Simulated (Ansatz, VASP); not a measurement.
## One calculation of AlN, two programs

```
CELL_PARAMETERS angstrom
3.11300 0.00000 0.00000
-1.55650 2.69594 0.00000
0.00000 0.00000 4.98100
ATOMIC_POSITIONS crystal
Al 0.33333 0.66667 0.00000
Al 0.66667 0.33333 0.50000
N 0.33333 0.66667 0.38000
N 0.66667 0.33333 0.88000
```

Alike in both runs: task electric field gradients; functional PBE; dispersion D4; k mesh 11 × 11 × 6; occupations fermi-dirac, width 0.02 eV; no spin polarisation.

```csv
,VASP,Ansatz
version,VASP 6.6.1,Ansatz 0.2.0
potentials or method,"VASP PAW PBE potentials, release 64 (Al, N)","plane-wave PAW, scalar-relativistic"
plane-wave cutoff (eV),520,420
valence electrons in the cell,16,16
```

```csv
,VASP,Ansatz,Ansatz less VASP
gap on the k mesh at the Fermi level (eV),4.22,4.21,-0.011
pressure (GPa),-1.2,-1.0,+0.27
"traceless stress, the component that is largest in VASP (GPa)",1.14,1.09,-0.049
rms of the force components (eV/Å),0.074,0.074,+0.0001
size of Vzz on the site where it differs most (V/Å²),2.6,2.5,-0.06
```

Atom by atom the forces differ by 0.000 eV/Å (rms over components).
